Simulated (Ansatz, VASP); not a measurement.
AlNi: VASP beside Ansatz

```
CELL_PARAMETERS angstrom
1.97048 -1.98522 0.00000
1.97048 1.98522 0.00000
0.00000 0.00000 3.15025
ATOMIC_POSITIONS crystal
Al 0.00000 0.00000 0.00000
Ni 0.50000 0.50000 0.50000
```

Alike in both runs: task single point; functional r2SCAN; k mesh 10 × 10 × 9; occupations fermi-dirac, width 0.15 eV; collinear spin.

|  | VASP | Ansatz |
| --- | --- | --- |
| version | VASP 6.6.1 | Ansatz 0.2.0 |
| potentials or method | VASP PAW PBE potentials, release 64 (Al, Ni), cutoff 520 eV | plane waves, PAW |
| valence electrons in the cell | 13 | 21 |

|  | VASP | Ansatz | Ansatz less VASP |
| --- | --- | --- | --- |
| net moment per atom (μB) | 0.00 | 0.00 | 0.000 |

VASP's potentials were made for PBE, not for r2SCAN. VASP's potentials hold 13 valence electrons a cell and Ansatz's 21, so a difference there can come from the potentials and not from the codes. Ansatz's warnings: seeded moment not kept, stability check not made.
